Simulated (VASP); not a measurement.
Runs of VASP 6.6.1 on GaSbTeSe2. The structure is that of space group P-6m2 (No. 187), or close to it. The cells are those of the table. 

```csv
task,cell,k mesh,cutoff (eV),gap on the mesh (eV),pressure (GPa),largest force (eV/Å)
single point,"a = 5.180, b = 5.180, c = 10.133 Å, angles 90.0, 90.0, 120.0°, 5 atoms",12 × 12 × 4,520,none,0.0,0.03
single point,"a = 4.298, b = 4.298, c = 8.847 Å, angles 90.0, 90.0, 120.0°, 5 atoms",6 × 6 × 2,520,none,46.2,(a)
relaxation of cell and atoms,"relaxed from a = 4.298, b = 4.298, c = 8.847 Å, angles 90.0, 90.0, 120.0°, 5 atoms",6 × 6 × 2,600,none,0.0,0.03
single point,"a = 5.191, b = 5.191, c = 10.217 Å, angles 90.0, 90.0, 120.0°, 5 atoms",6 × 6 × 2,520,none,-0.1,0.05
```

Alike in all rows: level PBE; potentials or basis VASP PAW PBE potentials, release 64 (Ga_d, Sb, Te, Se); no spin polarisation; smearing gaussian 0.1 eV.

Estimate the missing entries.

(a) 17.02.

Caveats: spin-orbit coupling is left out, which moves the levels of the heavy elements; forces of over 1 eV/Å act on the atoms, so gaps and moduli don't describe the material at rest (some runs).

A k mesh can miss the band edges, and the runs leave out spin-orbit coupling on Ga, Sb, Se, Te.

A gap of «none» marks levels without a gap at the run's occupations.
